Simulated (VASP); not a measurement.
Input of a VASP 6.6.1 run:

Contents of INCAR:

```
PREC = Accurate
ENCUT = 500
EDIFF = 1E-6
ISMEAR = -1
SIGMA = 0.05
LREAL = F
LASPH = T
NELM = 120
ALGO = Normal
ISIF = 2
LWAVE = F
LCHARG = F
GGA = PE
IVDW = 12
NBANDS = 24
GGA_COMPAT = F
```

KPOINTS

```
Automatic mesh
0
Gamma
  3 3 3
```

POSCAR

```
SnTe3
1.0
    0.0000000000      3.8493369136      3.8493369136
    3.8493369136      0.0000000000      3.8493369136
    3.8493369136      3.8493369136      0.0000000000
Sn Te
1 3
Direct
    0.0000000000      0.0000000000      0.0000000000
    0.2500000000      0.2500000000      0.2500000000
    0.7500000000      0.7500000000      0.7500000000
    0.5000000000      0.5000000000      0.5000000000
```

Potentials or basis: VASP PAW PBE potentials, release 64 (Sn_d, Te).

Command:

```bash
$ cat potpaw_PBE.64/Sn_d/POTCAR potpaw_PBE.64/Te/POTCAR > POTCAR
$ mpirun -np 1 vasp_std > vasp.out
```

Question: Estimate the pressure.

Answer: -4.5 GPa.

Question: Estimate the dispersion energy per atom.

Answer: -0.474 eV.

Caveat: the k points lie up to 0.47 Å⁻¹ apart; pairwise dispersion overbinds metals, which lowers pressure and volume.
